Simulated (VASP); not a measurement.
## Sn: single point with LDA

The system is Sn.

```
Sn
1.0
     3.07929    0.00000    0.00000
     0.00000    3.07929    0.00000
     0.00000    0.00000    3.07929
Sn
1
Direct
  0.00000 0.00000 0.00000
```

This cell differs from its parent crystal: volume scaled by 1.08.

```
Program             : VASP 6.6.1
Task                : single point
Functional          : LDA
Potentials or basis : VASP PAW LDA potentials, release 64 (Sn_d)
Cutoff              : 520 eV
k mesh              : 12 × 12 × 12
Occupations         : fermi-dirac, width 0.1 eV
Spin                : no spin polarisation
```

```yaml
Pressure: -3.4 GPa
Band_gap_on_the_k_mesh: zero (band 7 reaches 11.98 eV, above the bottom of band 8 at 4.64 eV)
```

Levels at points of the mesh, in eV from the Fermi level:
```
           k point  band 4  band 5  band 6  band 7  band 8  band 9  band 10  band 11
(0.00, 0.00, 0.00)  -21.13  -21.13  -10.71    5.20    5.20    5.20     8.68     8.68
(0.50, 0.00, 0.00)  -21.21  -21.13   -7.76   -4.51    7.68    7.68    11.49    11.56
(0.50, 0.50, 0.00)  -21.22  -21.01   -4.64   -2.14   -2.14    2.93    10.34    14.13
(0.50, 0.50, 0.50)  -21.01  -21.01   -1.06    0.12    0.12    0.12     5.92     5.92
```

It took 21 s on 1 thread of Intel Xeon 8259CL (shared host), peak memory 0.15 GiB.

Caveat: spin-orbit coupling is left out, which moves the levels of the heavy elements.
